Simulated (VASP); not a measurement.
# SiGe2 in VASP: further runs

SiGe2 is run at these levels: PBE; tasks: relaxation of cell and atoms, single point.

Program: VASP 6.6.1. These are calculated values, not measurements. Logs are shortened: lines on timing, memory, paths and dates and some standing lists are left out, and cuts for length are marked.

### Step 1. The cell of the first run

It takes space group P6/mmm (No. 191, hexagonal). The conventional cell has a = 4.838 Å, b = 4.838 Å, c = 2.665 Å, α = 90.00°, β = 90.00°, γ = 120.00°. Si (site symmetry 6/mmm) has 2 Si at 2.67 Å and 6 Ge at 2.79 Å within 3.5 Å. Within 3.5 Å of Ge (site symmetry -6m2) lie 5 Ge at 2.67 to 2.79 Å and 3 Si at 2.79 Å.

The cell was generated, and may not be a known phase.

### Step 2. Relaxation of cell and atoms, PBE

Input file INCAR:

```
ALGO     = Fast           # electronic algorithm
EDIFF    = 1E-6           # SCF threshold, eV
EDIFFG   = -0.01          # ionic threshold
ENCUT    = 600            # plane-wave cutoff, eV
GGA      = PE             # functional
IBRION   = 2              # ionic algorithm
ISIF     = 3              # what is computed and relaxed
ISMEAR   = 0              # smearing method
LASPH    = T              # aspherical terms in the spheres
LCHARG   = F              # write CHGCAR
LREAL    = F              # projectors in reciprocal space
LWAVE    = F              # write WAVECAR
NELM     = 80             # most SCF steps
NSW      = 100            # ionic steps
PREC     = Accurate       # precision mode
SIGMA    = 0.1            # smearing width, eV
```

Input file KPOINTS:

```
k-points
0
Gamma
  12 12 18
```

Input file POSCAR:

```
SiGe2
1.0
    4.8379289702      0.0000000000      0.0000000000
   -2.4189644851      4.1897693899      0.0000000000
    0.0000000000      0.0000000000      2.6650772155
Si Ge
1 2
Direct
    0.0000000000      0.0000000000      0.5000000000
    0.3333333333      0.6666666667      0.5000000000
    0.6666666667      0.3333333333      0.5000000000
```

Potentials or basis: VASP PAW PBE potentials, release 64 (Si, Ge_d).

Command:

```console
$ cat potpaw_PBE.64/Si/POTCAR potpaw_PBE.64/Ge_d/POTCAR > POTCAR
$ mpirun -np 1 vasp_std > vasp.out
```

OUTCAR:

```text
EDIFF = 1E-6
   EDIFFG = -0.01
   ENCUT = 600
   GGA = PE
   IBRION = 2
   ISIF = 3
   ISMEAR = 0
   LASPH = T
   LREAL = F
   NELM = 80
   NSW = 100
   PREC = Accurate

 ion  position               nearest neighbor table
   1  0.000  0.000  0.500-   2 2.79   3 2.79   3 2.79   2 2.79   3 2.79   2 2.79
   2  0.333  0.667  0.500-   1 2.79   3 2.79   3 2.79   1 2.79   1 2.79   3 2.79
   3  0.667  0.333  0.500-   2 2.79   1 2.79   2 2.79   1 2.79   1 2.79   2 2.79

  LATTYP: Found a hexagonal cell.
 ALAT       =     4.8379289702
 C/A-ratio  =     0.5508715055

  Lattice vectors:

 A1 = (   4.8379289702,   0.0000000000,   0.0000000000)
 A2 = (  -2.4189644851,   4.1897693899,   0.0000000000)
 A3 = (   0.0000000000,   0.0000000000,   2.6650772155)

Analysis of symmetry for initial positions (statically):
=====================================================================
 Subroutine PRICEL returns:
 Original cell was already a primitive cell.

 Routine SETGRP: Setting up the symmetry group for a
 hexagonal supercell.

 Subroutine GETGRP returns: Found 24 space group operations
 (whereof 24 operations were pure point group operations)
 out of a pool of 24 trial point group operations.

The static configuration has the point symmetry D_6h.

Analysis of symmetry for dynamics (positions and initial velocities):
=====================================================================
 Subroutine PRICEL returns:
 Original cell was already a primitive cell.

 Routine SETGRP: Setting up the symmetry group for a
 hexagonal supercell.

 Subroutine GETGRP returns: Found 24 space group operations
 (whereof 24 operations were pure point group operations)
 out of a pool of 24 trial point group operations.

The dynamic configuration has the point symmetry D_6h.

 Subroutine INISYM returns: Found 24 space group operations
 (whereof 24 operations are pure point group operations),
 and found     1 'primitive' translations

----------------------------------------------------------------------------------------

                                     Primitive cell

  volume of cell :      54.0206

  direct lattice vectors                    reciprocal lattice vectors
     4.837928970  0.000000000  0.000000000     0.206700017  0.119338310  0.000000000
    -2.418964485  4.189769390  0.000000000     0.000000000  0.238676621  0.000000000
     0.000000000  0.000000000  2.665077216     0.000000000  0.000000000  0.375223650

  length of vectors
[... 95 lines left out ...]
   NELECT =      32.0000    total number of electrons
   NUPDOWN=      -1.0000    fix difference up-down
   EMIN   =  10.00;   EMAX   =-10.00  energy-range for DOS
   EFERMI =   0.00;   METHOD = LEGACY
   ISMEAR =     0;   SIGMA  =   0.10  broadening in eV -4-tet -1-fermi 0-gaus
   EFERMI_NEDOS =   21; number of points for ismear=-14 and -15
   IALGO  =     68    algorithm
   IMIX   =      4    mixing-type and parameters
     AMIX     =   0.40;   BMIX     =  1.00
     AMIX_MAG =   1.60;   BMIX_MAG =  1.00
  volume/ion in A,a.u.               =      18.01       121.52
  Fermi-wavevector in a.u.,A,eV,Ry     =   1.374902  2.598188 25.719842  1.890355
  Thomas-Fermi vector in A             =   2.500286
   LORBIT       =      0    0 simple, 1 ext, 2 COOP (PROOUT), +10 PAW based schemes
   GGA     = PE    functional components
   LHFCALC =     F    Hartree Fock is set to
   AEXX    =    0.0000 exact exchange contribution
   IVDW    =     0    specifies the selected vdW correction
   LEPSILON=     F    determine dielectric tensor
   LRPA    =     F    only Hartree local field effects (RPA)
 conjugate gradient relaxation of ions
 non-spin polarized calculation
 RMM-DIIS sequential band-by-band and
 Gauss-broadening in eV      SIGMA  =   0.10
  energy-cutoff  :      600.00
  volume of cell :       54.02
 maximum number of plane-waves:      1834
 NGX is ok and might be reduce to    40

--------------------------------------- Ionic step        1  -------------------------------------------

 number of electron      31.9999998 magnetization

 Free energy of the ion-electron system (eV)
  ---------------------------------------------------
  ext. energy  EPLUGINS =         0.00000000
  ---------------------------------------------------
  free energy    TOTEN  =       -13.47023704 eV

  energy without entropy =      -13.46268898  energy(sigma->0) =      -13.46646301

------------------------ aborting loop because EDIFF is reached ----------------------------------------

  FORCE on cell =-STRESS in cart. coord.  units (eV):
  Direction    XX          YY          ZZ          XY          YZ          ZX
  --------------------------------------------------------------------------------------
  -------------------------------------------------------------------------------------
  Total        0.5641725      0.5641725     -1.4017288     -0.0000000     -0.0000000      0.0000000
  in kB       16.7325882     16.7325882    -41.5733647     -0.0000000     -0.0000000      0.0000000
  external PRESSURE =      -2.7027294 kB  Pullay stress =       0.0000000 kB
[... 98 lines left out ...]
--------------------------------------- Ionic step        4  -------------------------------------------

 number of electron      32.0000015 magnetization

 Free energy of the ion-electron system (eV)
  ---------------------------------------------------
  ext. energy  EPLUGINS =         0.00000000
  ---------------------------------------------------
  free energy    TOTEN  =       -13.49176513 eV

  energy without entropy =      -13.48455768  energy(sigma->0) =      -13.48816141

 E-fermi :   7.2272     XC(G=0): -11.0860

 val. band max:        7.2251161677   @ k =   0.1667   0.1667   0.3889
 cond. band min:       7.2287696312   @ k =   0.3333   0.0000   0.0556
 fundamental gap:      0.0036534635
 Fermi energy:         7.2272303200

 k-point     1 :       0.0000    0.0000    0.0000
  band No.  band energies     occupation
      1     -17.5709      2.00000
      2     -17.5153      2.00000
      3     -17.4508      2.00000
      4     -17.4508      2.00000
      5     -17.4092      2.00000
      6     -17.4092      2.00000
[... 541 lines left out ...]
     19      12.2860      0.00000
     20      14.1922      0.00000

 [... further k-points ...]

------------------------ aborting loop because EDIFF is reached ----------------------------------------

  FORCE on cell =-STRESS in cart. coord.  units (eV):
  Direction    XX          YY          ZZ          XY          YZ          ZX
  --------------------------------------------------------------------------------------
  -------------------------------------------------------------------------------------
  Total        0.0069708      0.0069708     -0.0123460     -0.0000000     -0.0000000      0.0000000
  in kB        0.2076302      0.2076302     -0.3677354     -0.0000000     -0.0000000      0.0000000
  external PRESSURE =       0.0158417 kB  Pullay stress =       0.0000000 kB
[... 18 lines left out ...]
  FREE ENERGIE OF THE ION-ELECTRON SYSTEM (eV)
  ---------------------------------------------------
  free  energy   TOTEN  =       -13.4917651328 eV

  energy  without entropy=      -13.4845576799  energy(sigma->0) =      -13.48816141

 reached required accuracy - stopping structural energy minimisation
```

Run time: 16 min. Hardware: 1 thread of Oxide Virtual Turin-like, shared host; peak memory 0.32 GiB.

Results:

| Property | Result |
| --- | --- |
| Free energy | -13.4918 eV |
| Relaxed volume | 17.93 Å³/atom |
| Relaxed cell | a = 4.878 Å, b = 4.878 Å, c = 2.610 Å, α = 90.00°, β = 90.00°, γ = 120.00° |
| Space group after relaxing (to 0.1 Å) | P6/mmm (No. 191) |
| Energy gained by relaxing | 7.2 meV/atom |
| Ionic steps | 4 |
| Pressure after relaxing | 0.0 GPa |

Step by step:
```
step  energy change (eV)  largest force (eV/Å)  pressure (GPa)  volume (Å³)
   1              0.0000                0.0000           -0.27        54.02
   2             -0.0214                0.0000            0.07        53.77
   3             -0.0215                0.0000            0.05        53.78
   4             -0.0215                0.0000            0.00        53.79
```

Final structure:
```
Si Ge
1.0
     4.87787    0.00000    0.00000
    -2.43893    4.22436    0.00000
     0.00000    0.00000    2.61042
Si Ge
1 2
Direct
  0.00000 0.00000 0.50000
  0.33333 0.66667 0.50000
  0.66667 0.33333 0.50000
```

Caveat: the highest band is partly filled, so the run has too few bands.

### Step 3. Single point, PBE

This run uses another cell than the first one: it holds 6 atoms, not 3.

Input file INCAR:

```
PREC = Accurate ; ENCUT = 520
EDIFF = 1E-6 ; ISMEAR = 0
SIGMA = 0.1 ; LREAL = F
LASPH = T ; NELM = 60
ALGO = Fast ; ISIF = 2
LWAVE = F ; LCHARG = T
GGA = PE ; LELF = T
LVHAR = T ; NBANDS = 41
```

Input file KPOINTS:

```
regular mesh
0
Gamma
  8 14 6
```

Input file POSCAR:

```
SiGe2
1.0
    4.8816074341      0.0000000000      0.0000000000
    0.0000000000      2.6109741353      0.0000000000
    0.0000000000      0.0000000000      8.4137566458
Si Ge
2 4
Direct
    0.7500000000      0.5000000000      0.7500663957
    0.2500000000      0.5000000000      0.2499336043
    0.7500000000      0.5000000000      0.4167997280
    0.2500000000      0.5000000000      0.9166723322
    0.2500000000      0.5000000000      0.5832002720
    0.7500000000      0.5000000000      0.0833276678
```

Potentials or basis: VASP PAW PBE potentials, release 64 (Si, Ge_d).

Command:

```console
$ cat potpaw_PBE.64/Si/POTCAR potpaw_PBE.64/Ge_d/POTCAR > POTCAR
$ mpirun -np 1 vasp_std > vasp.out
```

Wall time 13 min (1 thread of Oxide Virtual Turin-like, shared host); peak memory 0.55 GiB.

It converged, with:

| Item | Value |
| --- | --- |
| Free energy | -27.0304 eV |
| Pressure | 0.1 GPa |
| Band gap on the k mesh | zero (bands 32 and 33 overlap by 3.64 eV) |

Levels at points of the mesh, in eV from the Fermi level:
```
           k point  band 28  band 29  band 30  band 31  band 32  band 33  band 34  band 35  band 36  band 37
(0.00, 0.00, 0.00)    -3.79    -3.79    -3.64    -3.63     0.50     0.58     2.23     2.53     4.30     7.19
(0.50, 0.00, 0.00)    -3.17    -3.06    -3.06     0.72     0.72     2.83     2.83     2.99     2.99     5.75
(0.00, 0.50, 0.00)    -2.48    -2.10    -2.03    -1.20    -1.16    -1.15    -0.41    -0.41    -0.30    -0.30
(0.50, 0.50, 0.00)    -4.74    -3.04    -3.04    -3.00    -3.00     0.61     0.61     0.90     0.90     4.62
(0.00, 0.00, 0.50)    -5.31    -2.83    -2.82    -1.12    -1.11     0.20     0.20     4.81     4.81     6.36
(0.50, 0.00, 0.50)    -5.84     0.51     0.51     0.59     0.59     2.19     2.19     2.50     2.50     4.17
(0.00, 0.50, 0.50)    -2.75    -2.25    -2.25    -1.95    -1.95    -1.69    -1.69     1.29     1.29     2.22
(0.50, 0.50, 0.50)    -4.21    -3.17    -3.17    -2.47    -2.47    -1.99    -1.99     2.90     2.90     4.45
```
